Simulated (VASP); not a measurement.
# InSb3 (Fm-3m) in VASP: notebook, part 2 of 2

VASP 6.6.1. Earlier steps stand in the parts before.

**3. Relaxation of cell and atoms, revPBE**

Input file INCAR:

```
ALGO = Normal
EDIFF = 1E-7
EDIFFG = -0.01
ENCUT = 600
GGA = RE
IBRION = 2
ISIF = 3
ISMEAR = 0
LASPH = T
LCHARG = F
LREAL = F
LWAVE = F
NELM = 80
NSW = 100
PREC = Accurate
SIGMA = 0.1
```

Input file KPOINTS:

```
k-points
0
Gamma
  10 10 10
```

Input file POSCAR:

```
InSb3
1.0
    0.0000000000      3.7945550000      3.7945550000
    3.7945550000      0.0000000000      3.7945550000
    3.7945550000      3.7945550000      0.0000000000
In Sb
1 3
Direct
    0.0000000000      0.0000000000      0.0000000000
    0.2500000000      0.2500000000      0.2500000000
    0.7500000000      0.7500000000      0.7500000000
    0.5000000000      0.5000000000      0.5000000000
```

Potentials or basis: VASP PAW PBE potentials, release 64 (In_d, Sb).

Started as:

```bash
> cat potpaw_PBE.64/In_d/POTCAR potpaw_PBE.64/Sb/POTCAR > POTCAR
> mpirun -np 1 vasp_std > vasp.out
```

OUTCAR:

```text
EDIFF = 1E-7
   EDIFFG = -0.01
   ENCUT = 600
   GGA = RE
   IBRION = 2
   ISIF = 3
   ISMEAR = 0
   LASPH = T
   LREAL = F
   NELM = 80
   NSW = 100
   PREC = Accurate

 ion  position               nearest neighbor table
   1  0.000  0.000  0.000-   2 3.29   3 3.29   3 3.29   3 3.29   3 3.29   2 3.29   2 3.29   2 3.29
                             4 3.79   4 3.79   4 3.79   4 3.79   4 3.79   4 3.79
   2  0.250  0.250  0.250-   1 3.29   4 3.29   1 3.29   1 3.29   1 3.29   4 3.29   4 3.29   4 3.29

   3  0.750  0.750  0.750-   1 3.29   4 3.29   4 3.29   4 3.29   4 3.29   1 3.29   1 3.29   1 3.29

   4  0.500  0.500  0.500-   2 3.29   3 3.29   2 3.29   2 3.29   2 3.29   3 3.29   3 3.29   3 3.29
                             1 3.79   1 3.79   1 3.79   1 3.79   1 3.79   1 3.79

  LATTYP: Found a face centered cubic cell.
 ALAT       =     7.5891100000

  Lattice vectors:

 A1 = (   0.0000000000,   3.7945550000,   3.7945550000)
 A2 = (   3.7945550000,   0.0000000000,   3.7945550000)
 A3 = (   3.7945550000,   3.7945550000,   0.0000000000)

Analysis of symmetry for initial positions (statically):
=====================================================================
 Subroutine PRICEL returns:
 Original cell was already a primitive cell.

 Routine SETGRP: Setting up the symmetry group for a
 face centered cubic supercell.

 Subroutine GETGRP returns: Found 48 space group operations
 (whereof 48 operations were pure point group operations)
 out of a pool of 48 trial point group operations.

The static configuration has the point symmetry O_h .

Analysis of symmetry for dynamics (positions and initial velocities):
=====================================================================
 Subroutine PRICEL returns:
 Original cell was already a primitive cell.

 Routine SETGRP: Setting up the symmetry group for a
 face centered cubic supercell.

 Subroutine GETGRP returns: Found 48 space group operations
 (whereof 48 operations were pure point group operations)
 out of a pool of 48 trial point group operations.

The dynamic configuration has the point symmetry O_h .

 Subroutine INISYM returns: Found 48 space group operations
 (whereof 48 operations are pure point group operations),
 and found     1 'primitive' translations

----------------------------------------------------------------------------------------

                                     Primitive cell

  volume of cell :     109.2729

  direct lattice vectors                    reciprocal lattice vectors
     0.000000000  3.794555000  3.794555000    -0.131767757  0.131767757  0.131767757
     3.794555000  0.000000000  3.794555000     0.131767757 -0.131767757  0.131767757
     3.794555000  3.794555000  0.000000000     0.131767757  0.131767757 -0.131767757

  length of vectors
     5.366311144  5.366311144  5.366311144     0.228228449  0.228228449  0.228228449

  position of ions in fractional coordinates (direct lattice)
     0.000000000  0.000000000  0.000000000
     0.250000000  0.250000000  0.250000000
     0.750000000  0.750000000  0.750000000
     0.500000000  0.500000000  0.500000000

  ion indices of the primitive-cell ions
   primitive index   ion index
                 1           1
                 2           2
                 3           3
                 4           4

----------------------------------------------------------------------------------------

 KPOINTS: k-points

Automatic generation of k-mesh.
 Grid dimensions read from file:
 generate k-points for:   10   10   10

[... 46 lines left out ...]
   number of dos      NEDOS =    301   number of ions     NIONS =      4
   total plane-waves  NPLWV = 110592
   dimension x,y,z NGX =    48 NGY =   48 NGZ =   48
   dimension x,y,z NGXF=    96 NGYF=   96 NGZF=   96
   ions per type =               1   3
   NGX,Y,Z   is equivalent  to a cutoff of  14.87, 14.87, 14.87 a.u.
   NGXF,Y,Z  is equivalent  to a cutoff of  29.74, 29.74, 29.74 a.u.
 SYSTEM =  unknown system
   PREC   = accura    normal or accurate (medium, high low for compatibility)
   ISTART =      0    job   : 0-new  1-cont  2-samecut
   ICHARG =      2    charge: 1-file 2-atom 10-const
   ISPIN  =      1    spin polarized calculation?
   LNONCOLLINEAR =      F non collinear calculations
   LSORBIT =      F    spin-orbit coupling
   LASPH  =      T    aspherical Exc in radial PAW
   ENCUT  =  600.0 eV  44.10 Ry    6.64 a.u.  10.72 10.72 10.72*2*pi/ulx,y,z
   NELM   =     80;   NELMIN=  2; NELMDL= -5     # of ELM steps
   EDIFF  = 0.1E-06   stopping-criterion for ELM
   LREAL  =      F    real-space projection
   EDIFFG = -.1E-01   stopping-criterion for IOM
   NSW    =    100    number of steps for IOM
   IBRION =      2    ionic relax: 0-MD 1-quasi-New 2-CG
   NFREE  =      1    steps in history (QN), initial steepest desc. (CG)
   ISIF   =      3    stress and relaxation
   ISYM   =      2    0-nonsym 1-usesym 2-fastsym
   POTIM  = 0.5000    time-step for ionic-motion
   TEBEG  =    0.0;   TEEND  =   0.0 temperature during run
   PSTRESS=    0.0 pullay stress
   NELECT =      28.0000    total number of electrons
   NUPDOWN=      -1.0000    fix difference up-down
   EMIN   =  10.00;   EMAX   =-10.00  energy-range for DOS
   EFERMI =   0.00;   METHOD = LEGACY
   ISMEAR =     0;   SIGMA  =   0.10  broadening in eV -4-tet -1-fermi 0-gaus
   EFERMI_NEDOS =   21; number of points for ismear=-14 and -15
   IALGO  =     38    algorithm
   IMIX   =      4    mixing-type and parameters
     AMIX     =   0.40;   BMIX     =  1.00
     AMIX_MAG =   1.60;   BMIX_MAG =  1.00
  volume/ion in A,a.u.               =      27.32       184.35
  Fermi-wavevector in a.u.,A,eV,Ry     =   1.039816  1.964968 14.710866  1.081218
  Thomas-Fermi vector in A             =   2.174364
   LORBIT       =      0    0 simple, 1 ext, 2 COOP (PROOUT), +10 PAW based schemes
   GGA     = RE    functional components
   LHFCALC =     F    Hartree Fock is set to
   AEXX    =    0.0000 exact exchange contribution
   IVDW    =     0    specifies the selected vdW correction
   LEPSILON=     F    determine dielectric tensor
   LRPA    =     F    only Hartree local field effects (RPA)
 conjugate gradient relaxation of ions
 non-spin polarized calculation
 Gauss-broadening in eV      SIGMA  =   0.10
  energy-cutoff  :      600.00
  volume of cell :      109.27
 maximum number of plane-waves:      3695
 NGX is ok and might be reduce to    48
   NGX = 21   NGY = 21   NGZ = 21

--------------------------------------- Ionic step        1  -------------------------------------------

 number of electron      28.0000000 magnetization

 Free energy of the ion-electron system (eV)
  ---------------------------------------------------
  ext. energy  EPLUGINS =         0.00000000
  ---------------------------------------------------
  free energy    TOTEN  =       -13.01906983 eV

  energy without entropy =      -13.00904882  energy(sigma->0) =      -13.01405933

------------------------ aborting loop because EDIFF is reached ----------------------------------------

  FORCE on cell =-STRESS in cart. coord.  units (eV):
  Direction    XX          YY          ZZ          XY          YZ          ZX
  --------------------------------------------------------------------------------------
  -------------------------------------------------------------------------------------
  Total        0.5107846      0.5107846      0.5107846     -0.0000000     -0.0000000      0.0000000
  in kB        7.4892068      7.4892068      7.4892068     -0.0000000     -0.0000000      0.0000000
  external PRESSURE =       7.4892068 kB  Pullay stress =       0.0000000 kB
[... 63 lines left out ...]
--------------------------------------- Ionic step        3  -------------------------------------------

 number of electron      28.0000002 magnetization

 Free energy of the ion-electron system (eV)
  ---------------------------------------------------
  ext. energy  EPLUGINS =         0.00000000
  ---------------------------------------------------
  free energy    TOTEN  =       -13.02274502 eV

  energy without entropy =      -13.01197082  energy(sigma->0) =      -13.01735792

 E-fermi :   7.8665     XC(G=0): -10.0334

 val. band max:        7.8228015753   @ k =   0.4000   0.2000   0.1000
 cond. band min:       7.8887314767   @ k =   0.3000   0.2000   0.1000
 fundamental gap:      0.0659299013
 Fermi energy:         7.8664896440

 k-point     1 :       0.0000    0.0000    0.0000
  band No.  band energies     occupation
      1      -6.6626      2.00000
      2      -6.6626      2.00000
      3      -6.6626      2.00000
      4      -6.6338      2.00000
      5      -6.6338      2.00000
      6      -4.2493      2.00000
[... 481 lines left out ...]
      5      -6.6321      2.00000
      6      -3.0429      2.00000
[... 10 lines left out ...]
     17       9.9059      0.00000
     18      10.2317      0.00000

 [... further k-points ...]
[... 5 lines left out ...]
  --------------------------------------------------------------------------------------
  -------------------------------------------------------------------------------------
  Total        0.0022472      0.0022472      0.0022472      0.0000000     -0.0000000      0.0000000
  in kB        0.0324727      0.0324727      0.0324727      0.0000000     -0.0000000      0.0000000
  external PRESSURE =       0.0324727 kB  Pullay stress =       0.0000000 kB
[... 19 lines left out ...]
  FREE ENERGIE OF THE ION-ELECTRON SYSTEM (eV)
  ---------------------------------------------------
  free  energy   TOTEN  =       -13.0227450185 eV

  energy  without entropy=      -13.0119708217  energy(sigma->0) =      -13.01735792

 reached required accuracy - stopping structural energy minimisation
```

Run time: 8.7 min. Hardware: 1 thread of Intel Xeon 8259CL, shared host; peak memory 0.4 GiB.

What came out:

* Free energy: -13.0227 eV
* Relaxed volume: 27.72 Å³/atom
* Relaxed cell: a = 5.392 Å, b = 5.392 Å, c = 5.392 Å, α = 60.00°, β = 60.00°, γ = 60.00°
* Space group after relaxing (to 0.1 Å): Fm-3m (No. 225)
* Energy gained by relaxing: 0.9 meV/atom
* Ionic steps: 3
* Pressure after relaxing: 0.0 GPa

Step by step:
```tsv
step	energy change (eV)	largest force (eV/Å)	pressure (GPa)	volume (Å³)
1	0.0000	0.0000	0.75	109.27
2	-0.0034	0.0000	-0.19	111.30
3	-0.0037	0.0000	0.00	110.87
```

Final structure:
```
In Sb
1.0
     0.00000    3.81299    3.81299
     3.81299    0.00000    3.81299
     3.81299    3.81299    0.00000
In Sb
1 3
Direct
  0.00000 0.00000 0.00000
  0.25000 0.25000 0.25000
  0.75000 0.75000 0.75000
  0.50000 0.50000 0.50000
```

Levels at points of the mesh, in eV from the Fermi level:
```
           k point  band 10  band 11  band 12  band 13  band 14  band 15  band 16  band 17  band 18
(0.00, 0.00, 0.00)    -2.44    -2.44    -2.32    -2.32    -2.32    -2.31    -0.65    -0.65    -0.65
(0.50, 0.00, 0.00)    -3.36    -3.36    -2.55    -2.55    -0.25    -0.09     1.91     1.91     3.06
(0.50, 0.50, 0.00)    -4.97    -4.97     0.33     0.88     0.88     1.21     1.68     1.81     1.81
```

Caveat: the highest band is partly filled, so the run has too few bands; the PAW data sets were made with another functional, which shifts forces and pressure a little; spin-orbit coupling is left out, which moves the levels of the heavy elements.
